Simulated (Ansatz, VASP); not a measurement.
One calculation of CdSe, two programs

File POSCAR:

```
CdSe
1.0
    0.0000000000      3.0677809654      3.1598143944
    3.0677809654      0.0000000000      3.1598143944
    3.0677809654      3.0677809654      0.0000000000
Cd Se
1 1
Direct
    0.0000000000      0.0000000000      0.0000000000
    0.2500000000      0.2500000000      0.2500000000
```

The input INCAR.step1:

```
ALGO = Normal ; EDIFF = 1E-4
ENCUT = 520 ; GGA = PE
ISMEAR = 0 ; LASPH = T
LCHARG = F ; LREAL = F
LWAVE = T ; NBANDS = 16
NELM = 100 ; PREC = Accurate
SIGMA = 0.01
```

File INCAR.step2:

```
ALGO = Normal ; EDIFF = 1E-6
ENCUT = 520 ; ISIF = 2
ISMEAR = 0 ; ISTART = 1
LASPH = T ; LCHARG = F
LMIXTAU = T ; LREAL = F
LWAVE = F ; METAGGA = R2SCAN
NBANDS = 16 ; NELM = 100
PREC = Accurate ; SIGMA = 0.01
```

File KPOINTS:

```
k-points
0
Gamma
  8 8 8
```

Input for Ansatz:

```yaml
crystal:
  lattice:
    - [0.0, 3.0677809654, 3.1598143944]
    - [3.0677809654, 0.0, 3.1598143944]
    - [3.0677809654, 3.0677809654, 0.0]
  atoms:
    - { symbol: Cd, position: [0.0, 0.0, 0.0] }
    - { symbol: Se, position: [0.25, 0.25, 0.25] }
kpoints:
  mp_grid: { grid: [8, 8, 8] }
  band_path:
    path:
      - [0.0, 0.0, 0.0]
      - [-0.5, -0.5, 0.0]
      - [-0.375, -0.375, 0.25]
      - [-0.375, 0.0, 0.375]
      - [0.0, 0.0, 0.5]
      - [-0.5, -0.25, 0.25]
    npoints: 1
hamiltonian:
  xc: r2scan
scf:
  occupations: { method: fixed }
  n_extra_bands: 4
output:
  forces: true
  stress: true
  eigenvalues: true
  write_density: true
  write_potential: true
  elf: true
  volumetric_format: npy
```

Change from the starting cell: uniaxial_z strain +3.0%.

Alike in both runs: task single point; functional r2SCAN; k mesh 8 × 8 × 8; no spin polarisation.

|  | VASP | Ansatz |
| --- | --- | --- |
| version | VASP 6.6.1 | Ansatz 0.2.0 |
| potentials or method | VASP PAW PBE potentials, release 64 (Cd, Se) | plane waves, PAW |
| plane-wave cutoff (eV) | 520 | 500 |
| occupations | gaussian, width 0.01 eV | fixed |
| valence electrons in the cell | 18 | 36 |

|  | VASP | Ansatz | Ansatz less VASP |
| --- | --- | --- | --- |
| gap on the k mesh at the Fermi level (eV) | 0.93 | 0.94 | +0.010 |
| pressure (GPa) | -1.3 | -1.5 | -0.21 |
| traceless stress, the component that is largest in VASP (GPa) | -0.39 | -0.39 | -0.004 |

VASP's potentials were made for PBE, not for r2SCAN. VASP's potentials hold 18 valence electrons a cell and Ansatz's 36, so a difference there can come from the potentials and not from the codes.
